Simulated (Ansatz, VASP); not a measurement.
## One calculation of Au, two programs

File INCAR:

```
PREC = Accurate
ENCUT = 520
EDIFF = 1E-6
ISMEAR = -1
SIGMA = 0.1
LREAL = False
LASPH = True
NELM = 80
ALGO = Normal
ISIF = 2
LWAVE = False
LCHARG = False
GGA = RP
NBANDS = 18
```

File KPOINTS:

```
Automatic mesh
0
Gamma
  13 13 12
```

POSCAR

```
Au
1.0
   -3.0742814475      3.5001348098      1.3945293113
    3.5001348098     -3.0742814475      1.3945293113
    2.0153565100      2.0153565100     -0.6145780982
Au
2
Direct
    0.0075260574      0.9924739426      0.0000000000
    0.7424739426      0.2575260574      0.5000000000
```

Input for Ansatz:

```yaml
crystal:
  lattice:
    - [-3.0742814475, 3.5001348098, 1.3945293113]
    - [3.5001348098, -3.0742814475, 1.3945293113]
    - [2.01535651, 2.01535651, -0.6145780982]
  atoms:
    - { symbol: Au, position: [0.0075260574, 0.9924739426, 0.0] }
    - { symbol: Au, position: [0.7424739426, 0.2575260574, 0.5] }
hamiltonian:
  xc: rpbe
  pseudopotentials:
    kind: paw
    azcp:
      Au: "pseudopotentials/Au.paw.azcp"
basis:
  ecutwfc: 420
  fft_grid_basis: typed
kpoints:
  mp_grid: { grid: [13, 13, 12], shift: [0, 0, 0] }
magnetization:
  spin_polarized: false
scf:
  occupations: { method: fermi_dirac, width: 0.1 }
  lower_state_search: "off"
output:
  stress: true
  write_density: true
  write_potential: true
  elf: true
  volumetric_format: npy
```

Alike in both runs: task single point; functional RPBE; k mesh 13 × 13 × 12; occupations fermi-dirac, width 0.1 eV; no spin polarisation.

|  | VASP | Ansatz |
| --- | --- | --- |
| version | VASP 6.6.1 | Ansatz 0.2.0 |
| potentials or method | VASP PAW PBE potentials, release 64 (Au), cutoff 520 eV | plane waves (420 eV) with PAW, scalar-relativistic |
| valence electrons in the cell | 22 | 38 |

|  | VASP | Ansatz | Ansatz less VASP |
| --- | --- | --- | --- |
| pressure (GPa) | -0.2 | 0.0 | +0.17 |
| traceless stress, the component that is largest in VASP (GPa) | -0.76 | -0.77 | -0.013 |

VASP's potentials were made for PBE, not for RPBE. The functional is the same, so the differences come from potentials, cutoffs and numerics. VASP's potentials hold 22 valence electrons a cell and Ansatz's 38, so a difference there can come from the potentials and not from the codes.

Spin-orbit coupling is off throughout.
